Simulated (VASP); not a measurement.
# Sn (I4/mmm) in VASP: further runs

The runs below take Sn through single point, with PBEsol+D3(BJ).

All numbers are computed with VASP 6.6.1; they aren't measurements. Logs are shortened: lines on timing, memory, paths and dates and some standing lists are left out, and cuts for length are marked.

## Step 1: The cell of the first run

Symmetry: I4/mmm, No. 139, tetragonal system. The conventional cell has a = 3.789 Å, b = 3.789 Å, c = 3.486 Å, α = 90.00°, β = 90.00°, γ = 90.00°. Within 4.2 Å of Sn (site symmetry 4/mmm) lie 14 Sn at 3.20 to 3.79 Å.

## Step 2: Single point, PBEsol+D3(BJ) (strain +0.000 along x and y, -0.080 along z)

INCAR reads:

```
ALGO     = Fast           # electronic algorithm
EDIFF    = 1E-6           # SCF threshold, eV
ENCUT    = 520            # plane-wave cutoff, eV
GGA      = PS             # functional
ISIF     = 2              # what is computed and relaxed
ISMEAR   = 0              # smearing method
IVDW     = 12             # dispersion correction
LASPH    = T              # aspherical terms in the spheres
LCHARG   = F              # write CHGCAR
LREAL    = F              # projectors in reciprocal space
LWAVE    = F              # write WAVECAR
NBANDS   = 13             # bands
NELM     = 80             # most SCF steps
PREC     = Accurate       # precision mode
SIGMA    = 0.15           # smearing width, eV
```

KPOINTS reads:

```
k-points
0
Gamma
  18 18 18
```

POSCAR reads:

```
Sn
1.0
   -1.8946518192      1.8946518192      1.7430796737
    1.8946518192     -1.8946518192      1.7430796737
    1.8946518192      1.8946518192     -1.7430796737
Sn
1
Direct
    0.0000000000      0.0000000000      0.0000000000
```

Potentials or basis: VASP PAW PBE potentials, release 64 (Sn_d).

Run with:

```bash
$ cat potpaw_PBE.64/Sn_d/POTCAR > POTCAR
$ mpirun -np 1 vasp_std > vasp.out
```

OUTCAR:

```text
EDIFF = 1E-6
   ENCUT = 520
   GGA = PS
   ISIF = 2
   ISMEAR = 0
   IVDW = 12
   LASPH = T
   LREAL = F
   NELM = 80
   PREC = Accurate
 IVDW          = 12

 ion  position               nearest neighbor table
   1  0.000  0.000  0.000-

  LATTYP: Found a body centered tetragonal cell.
 ALAT       =     3.7893036384
 C/A-ratio  =     0.9200000000

  Lattice vectors:

 A1 = (  -1.8946518192,   1.8946518192,   1.7430796737)
 A2 = (   1.8946518192,  -1.8946518192,   1.7430796737)
 A3 = (   1.8946518192,   1.8946518192,  -1.7430796737)

Analysis of symmetry for initial positions (statically):
=====================================================================
 Subroutine PRICEL returns:
 Original cell was already a primitive cell.

 Routine SETGRP: Setting up the symmetry group for a
 body centered tetragonal supercell.

 Subroutine GETGRP returns: Found 16 space group operations
 (whereof 16 operations were pure point group operations)
 out of a pool of 16 trial point group operations.

The static configuration has the point symmetry D_4h.

Analysis of symmetry for dynamics (positions and initial velocities):
=====================================================================
 Subroutine PRICEL returns:
 Original cell was already a primitive cell.

 Routine SETGRP: Setting up the symmetry group for a
 body centered tetragonal supercell.

 Subroutine GETGRP returns: Found 16 space group operations
 (whereof 16 operations were pure point group operations)
 out of a pool of 16 trial point group operations.

The dynamic configuration has the point symmetry D_4h.

 Subroutine INISYM returns: Found 16 space group operations
 (whereof 16 operations are pure point group operations),
 and found     1 'primitive' translations

----------------------------------------------------------------------------------------

                                     Primitive cell

  volume of cell :      25.0286

  direct lattice vectors                    reciprocal lattice vectors
    -1.894651819  1.894651819  1.743079674     0.000000000  0.263900731  0.286848621
     1.894651819 -1.894651819  1.743079674     0.263900731  0.000000000  0.286848621
     1.894651819  1.894651819 -1.743079674     0.263900731  0.263900731  0.000000000

  length of vectors
     3.196519636  3.196519636  3.196519636     0.389776509  0.389776509  0.373211993

  position of ions in fractional coordinates (direct lattice)
     0.000000000  0.000000000  0.000000000

  ion indices of the primitive-cell ions
   primitive index   ion index
                 1           1

[... 82 lines left out ...]
   NELECT =      14.0000    total number of electrons
   NUPDOWN=      -1.0000    fix difference up-down
   EMIN   =  10.00;   EMAX   =-10.00  energy-range for DOS
   EFERMI =   0.00;   METHOD = LEGACY
   ISMEAR =     0;   SIGMA  =   0.15  broadening in eV -4-tet -1-fermi 0-gaus
   EFERMI_NEDOS =   21; number of points for ismear=-14 and -15
   IALGO  =     68    algorithm
   IMIX   =      4    mixing-type and parameters
     AMIX     =   0.40;   BMIX     =  1.00
     AMIX_MAG =   1.60;   BMIX_MAG =  1.00
  volume/ion in A,a.u.               =      25.03       168.90
  Fermi-wavevector in a.u.,A,eV,Ry     =   1.348876  2.549007 24.755359  1.819468
  Thomas-Fermi vector in A             =   2.476509
   LORBIT       =      0    0 simple, 1 ext, 2 COOP (PROOUT), +10 PAW based schemes
   GGA     = PS    functional components
   LHFCALC =     F    Hartree Fock is set to
   AEXX    =    0.0000 exact exchange contribution
   IVDW    =    12    specifies the selected vdW correction
   LEPSILON=     F    determine dielectric tensor
   LRPA    =     F    only Hartree local field effects (RPA)
 non-spin polarized calculation
 RMM-DIIS sequential band-by-band and
 Gauss-broadening in eV      SIGMA  =   0.15
  energy-cutoff  :      520.00
  volume of cell :       25.03
 maximum number of plane-waves:       692
   NGX = 11   NGY = 11   NGZ = 11

 number of electron      14.0000004 magnetization

 Free energy of the ion-electron system (eV)
  ---------------------------------------------------
  ext. energy  EPLUGINS =         0.00000000
  ---------------------------------------------------
  free energy    TOTEN  =        -4.22875062 eV

  energy without entropy =       -4.22247809  energy(sigma->0) =       -4.22561436

 E-fermi :   8.9877     XC(G=0): -10.8971

 val. band max:        8.9852772190   @ k =   0.2778   0.2222   0.0000
 cond. band min:       8.9890389065   @ k =  -0.2778  -0.3333   0.1667
 fundamental gap:      0.0037616875
 Fermi energy:         8.9876571047

 k-point     1 :       0.0000    0.0000    0.0000
  band No.  band energies     occupation
      1     -12.5565      2.00000
      2     -12.5214      2.00000
      3     -12.5214      2.00000
      4     -12.3937      2.00000
      5     -12.3364      2.00000
      6      -2.7646      2.00000
      7      17.3226      0.00000
      8      17.3226      0.00000
      9      18.2117      0.00000
     10      21.1463      0.00000
     11      21.1463      0.00000
     12      21.1994      0.00000
     13      22.1214      0.00000
[... 354 lines left out ...]
  band No.  band energies     occupation
      1     -12.5584      2.00000
      2     -12.5084      2.00000
      3     -12.4387      2.00000
      4     -12.3912      2.00000
      5     -12.3537      2.00000
      6      -1.8183      2.00000
      7      12.9214      0.00000
      8      14.3895      0.00000
      9      15.9182      0.00000
     10      18.6267      0.00000
     11      19.7814      0.00000
     12      21.9352      0.00000
     13      24.3391      0.00000

 [... further k-points ...]

------------------------ aborting loop because EDIFF is reached ----------------------------------------

 Edisp (eV)   -0.42439

 E8    (eV) :    -0.2994

  FORCE on cell =-STRESS in cart. coord.  units (eV):
  Direction    XX          YY          ZZ          XY          YZ          ZX
  --------------------------------------------------------------------------------------
  -------------------------------------------------------------------------------------
  Total       0.02361     0.02361    -0.05585     0.00000     0.00000     0.00000
  in kB       1.51133     1.51133    -3.57544     0.00000     0.00000     0.00000
  external pressure =       -0.18 kB  Pullay stress =        0.00 kB

 VOLUME and BASIS-vectors are now :
 -----------------------------------------------------------------------------
  energy-cutoff  :      520.00
  volume of cell :       25.03
      direct lattice vectors                 reciprocal lattice vectors
    -1.894651819  1.894651819  1.743079674     0.000000000  0.263900731  0.286848621
     1.894651819 -1.894651819  1.743079674     0.263900731  0.000000000  0.286848621
     1.894651819  1.894651819 -1.743079674     0.263900731  0.263900731  0.000000000

 POSITION                                       TOTAL-FORCE (eV/Angst)
 -----------------------------------------------------------------------------------
      0.00000      0.00000      0.00000         0.000000     -0.000000      0.000000
 -----------------------------------------------------------------------------------
    total drift:                                0.000000      0.000000      0.000000

  FREE ENERGIE OF THE ION-ELECTRON SYSTEM (eV)
  ---------------------------------------------------
  free  energy   TOTEN  =        -4.6531384274 eV

  energy  without entropy=       -4.6468658973  energy(sigma->0) =       -4.65000216
```

OSZICAR:

```text
N       E                     dE             d eps       ncg     rms          rms(c)
DAV:   1     0.796790097048E+02    0.79679E+02   -0.71587E+03 12932   0.166E+03
DAV:   2     0.117195261325E+01   -0.78507E+02   -0.75964E+02 13435   0.341E+02
DAV:   3    -0.414644062542E+01   -0.53184E+01   -0.52997E+01 14731   0.718E+01
DAV:   4    -0.424979530396E+01   -0.10335E+00   -0.10333E+00 14691   0.107E+01
DAV:   5    -0.425322837072E+01   -0.34331E-02   -0.34330E-02 15984   0.191E+00    0.158E+00
RMM:   6    -0.423481307566E+01    0.18415E-01   -0.15676E-02 15840   0.169E+00    0.886E-01
RMM:   7    -0.422899405550E+01    0.58190E-02   -0.10990E-02 15663   0.128E+00    0.131E-01
RMM:   8    -0.422871798382E+01    0.27607E-03   -0.10632E-03 17706   0.432E-01    0.341E-02
RMM:   9    -0.422874709202E+01   -0.29108E-04   -0.31636E-04 19627   0.164E-01    0.290E-02
RMM:  10    -0.422874971721E+01   -0.26252E-05   -0.41927E-05 16894   0.948E-02    0.146E-02
RMM:  11    -0.422875010179E+01   -0.38458E-06   -0.21963E-05 18542   0.509E-02    0.333E-03
RMM:  12    -0.422875062388E+01   -0.52209E-06   -0.56629E-06 13576   0.226E-02
   1 F= -.46531384E+01 E0= -.46500022E+01  d E =-.627253E-02
```

stdout:

```text
POSCAR found type information on POSCAR Sn
 POSCAR found :  1 types and       1 ions
 scaLAPACK will be used
 -----------------------------------------------------------------------------
|                                                                             |
|                                                                             |
|     You enforced a specific xc type in the INCAR file but a different       |
|     I HOPE YOU KNOW WHAT YOU ARE DOING!                                     |
|                                                                             |
 -----------------------------------------------------------------------------

 LDA part: xc-table for (Slater+PW92), standard interpolation
 POSCAR, INCAR and KPOINTS ok, starting setup
 FFT: planning ... GRIDC
 FFT: planning ... GRID_SOFT
 FFT: planning ... GRID
 WAVECAR not read
 entering main loop
WARNING in EDDRMM: call to ZHEGV failed, returncode =   6  3     12
WARNING in EDDRMM: call to ZHEGV failed, returncode =   8  4     10
WARNING in EDDRMM: call to ZHEGV failed, returncode =   6  3      9
WARNING in EDDRMM: call to ZHEGV failed, returncode =   6  3      8
WARNING in EDDRMM: call to ZHEGV failed, returncode =   8  4     10
WARNING in EDDRMM: call to ZHEGV failed, returncode =   6  3     11
WARNING in EDDRMM: call to ZHEGV failed, returncode =   6  3     12
```

Wall time 50 s (1 thread of Intel Xeon Platinum 8559C (Emerald Rapids), shared host); peak memory 0.26 GiB.

What came out:

```yaml
Free_energy: -4.6531 eV
Pressure: 0.0 GPa
Band_gap_on_the_k_mesh: zero (band 7 reaches 17.32 eV, above the bottom of band 8 at 6.36 eV)
Dispersion_energy_per_atom: -0.424 eV
```

Caveat: the cell differs from its parent crystal (strain +0.000 along x and y, -0.080 along z); the PAW data sets were made with another functional, which shifts forces and pressure a little; spin-orbit coupling is left out, which moves the levels of the heavy elements; pairwise dispersion overbinds metals, which lowers pressure and volume.

## Step 3: Single point, PBEsol+D3(BJ) (strain -0.040 along x and y, +0.040 along z)

INCAR reads:

```
PREC = Accurate
ENCUT = 520
EDIFF = 1E-6
ISMEAR = 0
SIGMA = 0.15
LREAL = F
LASPH = T
NELM = 60
ALGO = Fast
ISIF = 2
LWAVE = F
LCHARG = F
GGA = PS
IVDW = 12
NBANDS = 13
```

KPOINTS reads:

```
Automatic mesh
0
Gamma
  18 18 18
```

POSCAR reads:

```
Sn
1.0
   -1.8188657464      1.8188657464      1.9704378920
    1.8188657464     -1.8188657464      1.9704378920
    1.8188657464      1.8188657464     -1.9704378920
Sn
1
Direct
    0.0000000000      0.0000000000      0.0000000000
```

Potentials or basis: VASP PAW PBE potentials, release 64 (Sn_d).

Run with:

```bash
$ cat potpaw_PBE.64/Sn_d/POTCAR > POTCAR
$ mpirun -np 1 vasp_std > vasp.out
```

Run time: 80 s. Hardware: 1 thread of AMD EPYC 9R45 (Zen 5), shared host; peak memory 0.23 GiB.

The run converged. Its results:

| Property | Result |
| --- | --- |
| Free energy | -4.6441 eV |
| Pressure | -2.4 GPa |
| Band gap on the k mesh | zero (band 7 reaches 16.51 eV, above the bottom of band 8 at 5.91 eV) |
| Dispersion energy per atom | -0.407 eV |

Stress tensor (GPa, compression positive):
```
-2.58  0.00  0.00
 0.00 -2.58  0.00
 0.00  0.00 -1.95
```

Levels at points of the mesh, in eV from the Fermi level:
| k point | band 5 | band 6 | band 7 | band 8 | band 9 | band 10 |
| --- | --- | --- | --- | --- | --- | --- |
| (0.00, 0.00, 0.00) | -21.31 | -11.42 | 8.06 | 8.39 | 8.39 | 11.57 |
| (0.50, 0.00, 0.00) | -21.23 | -6.64 | -4.73 | 4.12 | 6.03 | 8.64 |
| (0.50, 0.50, 0.00) | -21.22 | -6.11 | -4.49 | 3.12 | 4.65 | 7.41 |
| (0.50, 0.50, 0.50) | -21.24 | -2.46 | -1.50 | 0.00 | 0.00 | 3.68 |

Caveat: the cell differs from its parent crystal (strain -0.040 along x and y, +0.040 along z); the PAW data sets were made with another functional, which shifts forces and pressure a little; spin-orbit coupling is left out, which moves the levels of the heavy elements; pairwise dispersion overbinds metals, which lowers pressure and volume.

## Step 4: Single point, PBEsol+D3(BJ) (strain -0.040 along x and y, +0.080 along z)

INCAR reads:

```
SYSTEM = Sn
ALGO = Fast
EDIFF = 1E-6
ENCUT = 520
GGA = PS
ISIF = 2
ISMEAR = 0
IVDW = 12
LASPH = .True.
LCHARG = .True.
LELF = .True.
LREAL = .False.
LVHAR = .True.
LWAVE = .False.
NBANDS = 13
NELM = 60
PREC = Accurate
SIGMA = 0.15
```

KPOINTS reads:

```
k-points
0
Gamma
  18 18 18
  0 0 0
```

POSCAR reads:

```
Sn
1.0
   -1.8188657464      1.8188657464      2.0462239647
    1.8188657464     -1.8188657464      2.0462239647
    1.8188657464      1.8188657464     -2.0462239647
Sn
1
Direct
    0.0000000000      0.0000000000      0.0000000000
```

Run with:

```bash
$ cat potpaw_PBE.64/Sn_d/POTCAR > POTCAR
$ mpirun -np 1 vasp_std > vasp.out
```

Run time: 78 s. Hardware: 1 thread of AMD EPYC 9R45 (Zen 5), shared host; peak memory 0.24 GiB.

Results (log left out):

- Free energy: -4.6250 eV
- Pressure: -4.1 GPa
- Band gap on the k mesh: zero (band 7 reaches 15.65 eV, above the bottom of band 8 at 5.62 eV)
- Dispersion energy per atom: -0.391 eV

Levels at points of the mesh, in eV from the Fermi level:
```csv
k point,band 5,band 6,band 7,band 8,band 9,band 10
"(0.00, 0.00, 0.00)",-21.32,-11.16,7.64,7.98,7.98,11.26
"(0.50, 0.00, 0.00)",-21.26,-6.67,-4.58,4.15,6.03,8.62
"(0.50, 0.50, 0.00)",-21.25,-5.95,-4.24,2.78,4.12,6.88
"(0.50, 0.50, 0.50)",-21.27,-2.89,-1.84,0.26,0.26,3.74
```

Caveat: the cell differs from its parent crystal (strain -0.040 along x and y, +0.080 along z); the PAW data sets were made with another functional, which shifts forces and pressure a little; spin-orbit coupling is left out, which moves the levels of the heavy elements; pairwise dispersion overbinds metals, which lowers pressure and volume.

## Step 5: Single point, PBEsol+D3(BJ) (strain +0.040 along x and y, -0.080 along z)

INCAR reads:

```
PREC = Accurate
ENCUT = 520
EDIFF = 1E-6
ISMEAR = 0
SIGMA = 0.15
LREAL = False
LASPH = True
NELM = 60
ALGO = Fast
ISIF = 2
LWAVE = False
LCHARG = True
GGA = PS
IVDW = 12
LELF = True
LVHAR = True
NBANDS = 13
```

KPOINTS reads:

```
Automatic mesh
0
Gamma
  18 18 18
```

POSCAR reads:

```
Sn
1.0
   -1.9704378920      1.9704378920      1.7430796737
    1.9704378920     -1.9704378920      1.7430796737
    1.9704378920      1.9704378920     -1.7430796737
Sn
1
Direct
    0.0000000000      0.0000000000      0.0000000000
```

Run with:

```bash
$ cat potpaw_PBE.64/Sn_d/POTCAR > POTCAR
$ mpirun -np 1 vasp_std > vasp.out
```

It took 76 s on 1 thread of AMD EPYC 9R45 (Zen 5), shared host; peak memory 0.24 GiB.

Results (log left out):

* Free energy: -4.6274 eV
* Pressure: -4.0 GPa
* Band gap on the k mesh: zero (band 7 reaches 15.40 eV, above the bottom of band 8 at 5.71 eV)
* Dispersion energy per atom: -0.391 eV

Stress tensor (GPa, compression positive):
```
-3.91  0.00  0.00
 0.00 -3.91  0.00
 0.00  0.00 -4.24
```

Levels at points of the mesh, in eV from the Fermi level:
```csv
k point,band 4,band 5,band 6,band 7,band 8,band 9,band 10,band 11
"(0.00, 0.00, 0.00)",-21.36,-21.29,-11.15,7.41,7.41,8.69,11.21,12.09
"(0.50, 0.00, 0.00)",-21.29,-21.23,-6.11,-4.33,3.20,4.73,7.44,7.68
"(0.50, 0.50, 0.00)",-21.33,-21.24,-6.99,-4.67,4.81,6.90,9.36,9.79
"(0.50, 0.50, 0.50)",-21.26,-21.23,-2.87,-1.21,-1.21,1.21,3.29,4.93
```

Caveat: the cell differs from its parent crystal (strain +0.040 along x and y, -0.080 along z); the PAW data sets were made with another functional, which shifts forces and pressure a little; spin-orbit coupling is left out, which moves the levels of the heavy elements; pairwise dispersion overbinds metals, which lowers pressure and volume.

## Step 6: Single point, PBEsol+D3(BJ) (strain +0.040 along x and y, -0.040 along z)

INCAR reads:

```
SYSTEM = Sn
ALGO = Fast
EDIFF = 1E-6
ENCUT = 520
GGA = PS
ISIF = 2
ISMEAR = 0
IVDW = 12
LASPH = .TRUE.
LCHARG = .FALSE.
LREAL = .FALSE.
LWAVE = .FALSE.
NBANDS = 13
NELM = 80
PREC = Accurate
SIGMA = 0.15
```

KPOINTS reads:

```
k-points
0
G
  18 18 18
  0 0 0
```

POSCAR reads:

```
Sn
1.0
   -1.9704378920      1.9704378920      1.8188657464
    1.9704378920     -1.9704378920      1.8188657464
    1.9704378920      1.9704378920     -1.8188657464
Sn
1
Direct
    0.0000000000      0.0000000000      0.0000000000
```

Potentials or basis: VASP PAW PBE potentials, release 64 (Sn_d).

Run with:

```bash
$ cat potpaw_PBE.64/Sn_d/POTCAR > POTCAR
$ mpirun -np 1 vasp_std > vasp.out
```

It took 2.1 min on 1 thread of AMD EPYC 9R45 (Zen 5), shared host; peak memory 0.26 GiB.

It converged, with:

```
Free energy                : -4.5882 eV
Pressure                   : -5.7 GPa
Band gap on the k mesh     : zero (band 7 reaches 14.80 eV, above the bottom of band 8 at 5.23 eV)
Dispersion energy per atom : -0.374 eV
```

Stress tensor (GPa, compression positive):
```
-5.42  0.00  0.00
 0.00 -5.42  0.00
 0.00  0.00 -6.33
```

Levels at points of the mesh, in eV from the Fermi level:
```tsv
k point	band 4	band 5	band 6	band 7	band 8	band 9	band 10	band 11
(0.00, 0.00, 0.00)	-21.34	-21.30	-10.84	7.32	7.32	7.97	11.45	11.88
(0.50, 0.00, 0.00)	-21.31	-21.24	-6.21	-4.17	3.19	4.83	7.37	7.73
(0.50, 0.50, 0.00)	-21.33	-21.25	-6.74	-4.38	4.16	6.18	8.56	9.05
(0.50, 0.50, 0.50)	-21.27	-21.25	-2.89	-0.91	-0.91	0.58	3.49	4.40
```

Caveat: the cell differs from its parent crystal (strain +0.040 along x and y, -0.040 along z); the PAW data sets were made with another functional, which shifts forces and pressure a little; spin-orbit coupling is left out, which moves the levels of the heavy elements; pairwise dispersion overbinds metals, which lowers pressure and volume.

## Step 7: The runs side by side

```csv
cell,gap on the mesh (eV),pressure (GPa)
"a = 3.197 Å, angles 107.3, 107.3, 113.9°, 1 atom",none,0.0
"a = 3.240 Å, angles 111.7, 111.7, 105.1°, 1 atom",none,-2.4
"a = 3.287 Å, angles 112.8, 112.8, 103.0°, 1 atom",none,-4.1
"a = 3.287 Å, angles 106.3, 106.3, 115.9°, 1 atom",none,-4.0
"a = 3.328 Å, angles 107.4, 107.4, 113.7°, 1 atom",none,-5.7
```

Alike in all rows: task single point; level PBEsol+D3(BJ); potentials or basis VASP PAW PBE potentials, release 64 (Sn_d); no spin polarisation; k mesh 18 × 18 × 18; cutoff (eV) 520; smearing gaussian 0.15 eV.

Caveats: the PAW data sets were made with another functional, which shifts forces and pressure a little; spin-orbit coupling is left out, which moves the levels of the heavy elements; pairwise dispersion overbinds metals, which lowers pressure and volume.

Total energies depend on the potentials used, so only differences within one code and one set of settings carry meaning.
